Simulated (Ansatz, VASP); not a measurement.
Two plane-wave programs on Ta3N

INCAR

```
SYSTEM = Ta3N
PREC = Accurate
ENCUT = 520
EDIFF = 1E-7
ISMEAR = 0
SIGMA = 0.15
LREAL = .False.
LASPH = .True.
NELM = 60
ALGO = Normal
ISIF = 2
LWAVE = .False.
LCHARG = .True.
GGA = PE
LELF = .True.
LVHAR = .True.
NBANDS = 27
```

File KPOINTS:

```
Automatic mesh
0
Gamma
  18 18 6
  0 0 0
```

POSCAR

```
Ta3N
1.0
    3.0217748255      0.0000000000      0.0000000000
   -1.5108874128      2.6169337634     -0.0588810097
    0.0000000000     -0.1700457342      7.5575881873
Ta N
3 1
Direct
    0.0000000000      0.0000000000      0.5000000000
    0.3333333333      0.6666666667      0.1735950547
    0.6666666667      0.3333333333      0.8264049453
    0.0000000000      0.0000000000      0.0000000000
```

Input for Ansatz:

```yaml
crystal:
  lattice:
    - [3.0217748255, 0.0, 0.0]
    - [-1.5108874128, 2.6169337634, -0.0588810097]
    - [0.0, -0.1700457342, 7.5575881873]
  atoms:
    - { symbol: Ta, position: [0.0, 0.0, 0.5] }
    - { symbol: Ta, position: [0.3333333333, 0.6666666667, 0.1735950547] }
    - { symbol: Ta, position: [0.6666666667, 0.3333333333, 0.8264049453] }
    - { symbol: "N", position: [0.0, 0.0, 0.0] }
basis:
  ecutwfc: 420
kpoints:
  mp_grid: { grid: [18, 18, 6] }
hamiltonian:
  xc: pbe
scf:
  occupations: { method: gaussian, width: 0.15 }
output:
  forces: true
  stress: true
  eigenvalues: true
```

Change from the starting cell: strain -0.0450 x Voigt [0, 0, 0, 1, 0, 0], atoms carried along.

Alike in both runs: task single point; functional PBE; k mesh 18 × 18 × 6; occupations gaussian, width 0.15 eV; no spin polarisation.

|  | VASP | Ansatz |
| --- | --- | --- |
| version | VASP 6.6.1 | Ansatz 0.2.0 |
| potentials or method | VASP PAW PBE potentials, release 64 (Ta_pv, N), cutoff 520 eV | scalar-relativistic, plane waves, PAW |
| valence electrons in the cell | 38 | 44 |

|  | VASP | Ansatz | Ansatz less VASP |
| --- | --- | --- | --- |
| gap on the k mesh at the Fermi level (eV) | none | none | - |
| pressure (GPa) | 0.7 | 0.4 | -0.30 |
| traceless stress, the component that is largest in VASP (GPa) | -0.45 | -0.46 | -0.010 |
| rms of the force components (eV/Å) | 0.139 | 0.133 | -0.0061 |

Atom by atom the forces differ by 0.020 eV/Å (rms over components). A gap of «none» marks a metal or a gap that the smearing closes. VASP's potentials hold 38 valence electrons a cell and Ansatz's 44, so a difference there can come from the potentials and not from the codes.

Spin-orbit coupling is off throughout.
